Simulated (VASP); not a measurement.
A run of VASP 6.6.1 is set up as follows.

INCAR

```
SYSTEM = Ir
ALGO     = Normal         ! electronic algorithm
EDIFF    = 1E-6           ! SCF threshold, eV
ENCUT    = 520            ! plane-wave cutoff, eV
GGA      = PE             ! functional
ISIF     = 2              ! what is computed and relaxed
ISMEAR   = 0              ! smearing method
LASPH    = .True.         ! aspherical terms in the spheres
LCHARG   = .False.        ! write CHGCAR
LREAL    = .False.        ! projectors in reciprocal space
LWAVE    = .False.        ! write WAVECAR
NBANDS   = 10             ! bands
NELM     = 80             ! most SCF steps
PREC     = Accurate       ! precision mode
SIGMA    = 0.15           ! smearing width, eV
```

KPOINTS

```
k-points
0
Gamma
  22 22 22
  0 0 0
```

File POSCAR:

```
Ir
1.0
    0.0000000000      1.9656638892      1.9656638892
    1.9656638892      0.0000000000      1.9656638892
    1.9656638892      1.9656638892      0.0000000000
Ir
1
Direct
    0.0000000000      0.0000000000      0.0000000000
```

Potentials or basis: VASP PAW PBE potentials, release 64 (Ir).

The run is started by

```console
$ cat potpaw_PBE.64/Ir/POTCAR > POTCAR
$ mpirun -np 1 vasp_std > vasp.out
```

Task: Predict the pressure.

Result: -13.9 GPa.
